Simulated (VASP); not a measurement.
A run of VASP 6.6.1 is set up as follows.

The input INCAR:

```
PREC = Accurate
ENCUT = 520
EDIFF = 1E-6
ISMEAR = -1
SIGMA = 0.05
LREAL = F
LASPH = T
NELM = 100
ALGO = Normal
ISIF = 2
LWAVE = F
LCHARG = F
GGA = PS
NBANDS = 13
```

Contents of KPOINTS:

```
regular mesh
0
Gamma
  9 9 9
```

File POSCAR:

```
Pb
1.0
    0.0000000000      2.2797275097      2.2797275097
    2.2797275097      0.0000000000      2.2797275097
    2.2797275097      2.2797275097      0.0000000000
Pb
1
Direct
    0.0000000000      0.0000000000      0.0000000000
```

Potentials or basis: VASP PAW PBE potentials, release 64 (Pb_d).

Command:

```bash
$ cat potpaw_PBE.64/Pb_d/POTCAR > POTCAR
$ mpirun -np 1 vasp_std > vasp.out
```

**Question.** Predict the band gap on the k mesh.

**Answer.** Zero (band 7 reaches 19.67 eV, above the bottom of band 8 at 8.12 eV).

**Question.** Predict the pressure.

**Answer.** 19.9 GPa.

Caveat: the PAW data sets were made with another functional, which shifts forces and pressure a little; spin-orbit coupling is left out, which moves the levels of the heavy elements.
